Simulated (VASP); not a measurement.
# Sc (I4/mmm) in VASP: further runs, part 2 of 2

VASP 6.6.1. Earlier steps stand in the parts before.

## 3. Single point, PBEsol (strain +0.030 along x and y, -0.030 along z)

INCAR reads:

```
SYSTEM = Sc
PREC = Accurate ; ENCUT = 520
EDIFF = 1E-6 ; ISMEAR = 0
SIGMA = 0.15 ; LREAL = .FALSE.
LASPH = .TRUE. ; NELM = 60
ALGO = Normal ; ISIF = 2
LWAVE = .FALSE. ; LCHARG = .FALSE.
GGA = PS ; NBANDS = 12
```

KPOINTS reads:

```
regular mesh
0
G
  18 18 18
  0 0 0
```

POSCAR reads:

```
Sc
1.0
    0.0000000000      2.3386150000      2.2023850000
    2.3386150000      0.0000000000      2.2023850000
    2.3386150000      2.3386150000      0.0000000000
Sc
1
Direct
    0.0000000000      0.0000000000      0.0000000000
```

Potentials or basis: VASP PAW PBE potentials, release 64 (Sc_sv).

Started as:

```sh
> cat potpaw_PBE.64/Sc_sv/POTCAR > POTCAR
> mpirun -np 1 vasp_std > vasp.out
```

OUTCAR:

```text
SYSTEM = Sc
   PREC = Accurate
   ENCUT = 520
   EDIFF = 1E-6
   ISMEAR = 0
   LREAL = .FALSE.
   LASPH = .TRUE.
   NELM = 60
   ISIF = 2
   GGA = PS

 ion  position               nearest neighbor table
   1  0.000  0.000  0.000-

  LATTYP: Found a body centered tetragonal cell.
 ALAT       =     3.3073010502
 C/A-ratio  =     1.3318321898

  Lattice vectors:

 A1 = (   0.0000000000,  -2.3386150000,  -2.2023850000)
 A2 = (   0.0000000000,   2.3386150000,  -2.2023850000)
 A3 = (   2.3386150000,   0.0000000000,   2.2023850000)

Analysis of symmetry for initial positions (statically):
=====================================================================
 Subroutine PRICEL returns:
 Original cell was already a primitive cell.

 Routine SETGRP: Setting up the symmetry group for a
 body centered tetragonal supercell.

 Subroutine GETGRP returns: Found 16 space group operations
 (whereof 16 operations were pure point group operations)
 out of a pool of 16 trial point group operations.

The static configuration has the point symmetry D_4h.

Analysis of symmetry for dynamics (positions and initial velocities):
=====================================================================
 Subroutine PRICEL returns:
 Original cell was already a primitive cell.

 Routine SETGRP: Setting up the symmetry group for a
 body centered tetragonal supercell.

 Subroutine GETGRP returns: Found 16 space group operations
 (whereof 16 operations were pure point group operations)
 out of a pool of 16 trial point group operations.

The dynamic configuration has the point symmetry D_4h.

 Subroutine INISYM returns: Found 16 space group operations
 (whereof 16 operations are pure point group operations),
 and found     1 'primitive' translations

----------------------------------------------------------------------------------------

                                     Primitive cell

[... 113 lines left out ...]
   GGA     = PS    functional components
   LHFCALC =     F    Hartree Fock is set to
   AEXX    =    0.0000 exact exchange contribution
   IVDW    =     0    specifies the selected vdW correction
   LEPSILON=     F    determine dielectric tensor
   LRPA    =     F    only Hartree local field effects (RPA)
 non-spin polarized calculation
 Gauss-broadening in eV      SIGMA  =   0.15
  energy-cutoff  :      520.00
  volume of cell :       24.09
 maximum number of plane-waves:       666
   NGX = 11   NGY = 11   NGZ = 13

 number of electron      10.9999998 magnetization

 Free energy of the ion-electron system (eV)
  ---------------------------------------------------
  ext. energy  EPLUGINS =         0.00000000
  ---------------------------------------------------
  free energy    TOTEN  =        -6.56351422 eV

  energy without entropy =       -6.54170485  energy(sigma->0) =       -6.55260954

 E-fermi :   3.7715     XC(G=0): -10.0814

 val. band max:        3.7713181300   @ k =  -0.3889  -0.0000   0.1667
 cond. band min:       3.7741338210   @ k =  -0.3889   0.1667   0.0000
 fundamental gap:      0.0028156910
 Fermi energy:         3.7715248389

 k-point     1 :       0.0000    0.0000    0.0000
  band No.  band energies     occupation
      1     -45.3966      2.00000
      2     -23.8858      2.00000
      3     -23.8846      2.00000
      4     -23.8846      2.00000
      5      -1.4720      2.00000
      6       5.2629      0.00000
      7       5.2629      0.00000
      8       5.6394      0.00000
      9       6.5609      0.00000
     10       6.9973      0.00000
     11      16.4674      0.00000
     12      19.5421      0.00000
[... 331 lines left out ...]
 k-point    24 :      -0.2222    0.0556    0.0000
  band No.  band energies     occupation
      1     -45.3645      2.00000
      2     -24.0876      2.00000
      3     -23.9203      2.00000
      4     -23.9154      2.00000
      5      -0.0526      2.00000
      6       4.5474      0.00000
      7       5.4799      0.00000
      8       5.7273      0.00000
      9       6.5256      0.00000
     10       7.0815      0.00000
     11      14.7119      0.00000
     12      17.1143      0.00000

 [... further k-points ...]

------------------------ aborting loop because EDIFF is reached ----------------------------------------

  FORCE on cell =-STRESS in cart. coord.  units (eV):
  Direction    XX          YY          ZZ          XY          YZ          ZX
  --------------------------------------------------------------------------------------
  -------------------------------------------------------------------------------------
  Total       -0.2331100     -0.2331100     -0.0067655      0.0000000     -0.0000000     -0.0000000
  in kB      -15.5035351    -15.5035351     -0.4499555      0.0000000     -0.0000000     -0.0000000
  external PRESSURE =     -10.4856752 kB  Pullay stress =       0.0000000 kB

 VOLUME and BASIS-vectors are now :
 -----------------------------------------------------------------------------
  energy-cutoff  :      520.00
  volume of cell :       24.09
      direct lattice vectors                 reciprocal lattice vectors
     0.000000000  2.338615000  2.202385000    -0.213801759  0.213801759  0.227026610
     2.338615000  0.000000000  2.202385000     0.213801759 -0.213801759  0.227026610
     2.338615000  2.338615000  0.000000000     0.213801759  0.213801759 -0.227026610

 POSITION                                       TOTAL-FORCE (eV/Angst)
 -----------------------------------------------------------------------------------
      0.00000      0.00000      0.00000        -0.000000     -0.000000      0.000000
 -----------------------------------------------------------------------------------
    total drift:                               -0.000000     -0.000000     -0.000000

  FREE ENERGIE OF THE ION-ELECTRON SYSTEM (eV)
  ---------------------------------------------------
  free  energy   TOTEN  =        -6.5635142233 eV

  energy  without entropy=       -6.5417048493  energy(sigma->0) =       -6.55260954
```

stdout:

```text
POSCAR found type information on POSCAR Sc
 POSCAR found :  1 types and       1 ions
 scaLAPACK will be used
 -----------------------------------------------------------------------------
|                                                                             |
|                                                                             |
|     You enforced a specific xc type in the INCAR file but a different       |
|     I HOPE YOU KNOW WHAT YOU ARE DOING!                                     |
|                                                                             |
 -----------------------------------------------------------------------------

 LDA part: xc-table for (Slater+PW92), standard interpolation
 POSCAR, INCAR and KPOINTS ok, starting setup
 FFT: planning ... GRIDC
 FFT: planning ... GRID_SOFT
 FFT: planning ... GRID
 WAVECAR not read
 entering main loop
```

Run time: 85 s. Hardware: 1 thread of Oxide Virtual Turin-like, shared host; peak memory 0.22 GiB.

Results:

| Quantity | Value |
| --- | --- |
| Free energy | -6.5635 eV |
| Pressure | -1.0 GPa |
| Band gap on the k mesh | zero (an odd number of electrons rules out a gap without spin polarisation) |

Caveat: the cell differs from its parent crystal (strain +0.030 along x and y, -0.030 along z); the PAW data sets were made with another functional, which shifts forces and pressure a little.

## 4. Single point, PBEsol (strain +0.030 along x and y, -0.015 along z)

INCAR reads:

```
SYSTEM = Sc
ALGO = Fast ; EDIFF = 1E-7
ENCUT = 520 ; GGA = PS
ISIF = 2 ; ISMEAR = 0
LASPH = .True. ; LCHARG = .False.
LREAL = .False. ; LWAVE = .False.
NBANDS = 12 ; NELM = 100
PREC = Accurate ; SIGMA = 0.15
```

KPOINTS reads:

```
k-points
0
Gamma
  18 18 18
  0 0 0
```

POSCAR reads:

```
Sc
1.0
    0.0000000000      2.3386150000      2.2364425000
    2.3386150000      0.0000000000      2.2364425000
    2.3386150000      2.3386150000      0.0000000000
Sc
1
Direct
    0.0000000000      0.0000000000      0.0000000000
```

Potentials or basis: VASP PAW PBE potentials, release 64 (Sc_sv).

Started as:

```sh
> cat potpaw_PBE.64/Sc_sv/POTCAR > POTCAR
> mpirun -np 1 vasp_std > vasp.out
```

OUTCAR:

```text
SYSTEM = Sc
   EDIFF = 1E-7
   ENCUT = 520
   GGA = PS
   ISIF = 2
   ISMEAR = 0
   LASPH = .True.
   LREAL = .False.
   NELM = 100
   PREC = Accurate

 ion  position               nearest neighbor table
   1  0.000  0.000  0.000-

  LATTYP: Found a body centered tetragonal cell.
 ALAT       =     3.3073010502
 C/A-ratio  =     1.3524275329

  Lattice vectors:

 A1 = (   0.0000000000,  -2.3386150000,  -2.2364425000)
[... 538 lines left out ...]
      9       6.4134      0.00000
     10       6.9254      0.00000
     11      14.4473      0.00000
     12      16.8886      0.00000

 [... further k-points ...]

------------------------ aborting loop because EDIFF is reached ----------------------------------------

  FORCE on cell =-STRESS in cart. coord.  units (eV):
  Direction    XX          YY          ZZ          XY          YZ          ZX
  --------------------------------------------------------------------------------------
  -------------------------------------------------------------------------------------
  Total       -0.3356380     -0.3356380     -0.1600714      0.0000000      0.0000000     -0.0000000
  in kB      -21.9824725    -21.9824725    -10.4838121      0.0000000      0.0000000     -0.0000000
  external PRESSURE =     -18.1495857 kB  Pullay stress =       0.0000000 kB

 VOLUME and BASIS-vectors are now :
 -----------------------------------------------------------------------------
  energy-cutoff  :      520.00
  volume of cell :       24.46
      direct lattice vectors                 reciprocal lattice vectors
     0.000000000  2.338615000  2.236442500    -0.213801759  0.213801759  0.223569352
     2.338615000  0.000000000  2.236442500     0.213801759 -0.213801759  0.223569352
     2.338615000  2.338615000  0.000000000     0.213801759  0.213801759 -0.223569352

 POSITION                                       TOTAL-FORCE (eV/Angst)
 -----------------------------------------------------------------------------------
      0.00000      0.00000      0.00000         0.000000     -0.000000      0.000000
 -----------------------------------------------------------------------------------
    total drift:                               -0.000000     -0.000000     -0.000000

  FREE ENERGIE OF THE ION-ELECTRON SYSTEM (eV)
  ---------------------------------------------------
  free  energy   TOTEN  =        -6.5624391468 eV

  energy  without entropy=       -6.5402108068  energy(sigma->0) =       -6.55132498
```

stdout:

```text
POSCAR found type information on POSCAR Sc
 POSCAR found :  1 types and       1 ions
 scaLAPACK will be used
 -----------------------------------------------------------------------------
|                                                                             |
|                                                                             |
|     You enforced a specific xc type in the INCAR file but a different       |
|     I HOPE YOU KNOW WHAT YOU ARE DOING!                                     |
|                                                                             |
 -----------------------------------------------------------------------------

 LDA part: xc-table for (Slater+PW92), standard interpolation
 POSCAR, INCAR and KPOINTS ok, starting setup
 FFT: planning ... GRIDC
 FFT: planning ... GRID_SOFT
 FFT: planning ... GRID
 WAVECAR not read
 entering main loop
```

Run time: 3.1 min. Hardware: 1 thread of Oxide Virtual Turin-like, shared host; peak memory 0.21 GiB.

Results:

```yaml
Free_energy: -6.5624 eV
Pressure: -1.8 GPa
Band_gap_on_the_k_mesh: zero (an odd number of electrons rules out a gap without spin polarisation)
```

Stress tensor (GPa, compression positive):
```
-2.20  0.00  0.00
 0.00 -2.20  0.00
 0.00  0.00 -1.05
```

Levels at points of the mesh, in eV from the Fermi level:
| k point | band 3 | band 4 | band 5 | band 6 | band 7 | band 8 |
| --- | --- | --- | --- | --- | --- | --- |
| (0.00, 0.00, 0.00) | -27.70 | -27.70 | -5.21 | 1.50 | 1.50 | 1.78 |
| (0.50, 0.00, 0.00) | -27.77 | -27.75 | -1.79 | 0.26 | 1.31 | 1.64 |
| (0.50, 0.50, 0.00) | -27.87 | -27.87 | -1.50 | -0.71 | 2.39 | 3.88 |
| (0.50, 0.00, 0.50) | -27.86 | -27.82 | -1.57 | -0.60 | 1.73 | 3.87 |

Caveat: the cell differs from its parent crystal (strain +0.030 along x and y, -0.015 along z); the PAW data sets were made with another functional, which shifts forces and pressure a little.

## 5. The runs side by side

| cell | gap on the mesh (eV) | pressure (GPa) |
| --- | --- | --- |
| a = 3.188, b = 3.188, c = 3.259 Å, angles 59.3, 59.3, 61.5°, 1 atom | none | 0.5 |
| a = 3.212, b = 3.212, c = 3.307 Å, angles 59.0, 59.0, 62.0°, 1 atom | none | -1.0 |
| a = 3.236, b = 3.236, c = 3.307 Å, angles 59.3, 59.3, 61.5°, 1 atom | none | -1.8 |

Alike in all rows: task single point; level PBEsol; potentials or basis VASP PAW PBE potentials, release 64 (Sc_sv); no spin polarisation; k mesh 18 × 18 × 18; cutoff (eV) 520; smearing gaussian 0.15 eV.

Caveats: the PAW data sets were made with another functional, which shifts forces and pressure a little.

Total energies depend on the potentials used, so only differences within one code and one set of settings carry meaning.
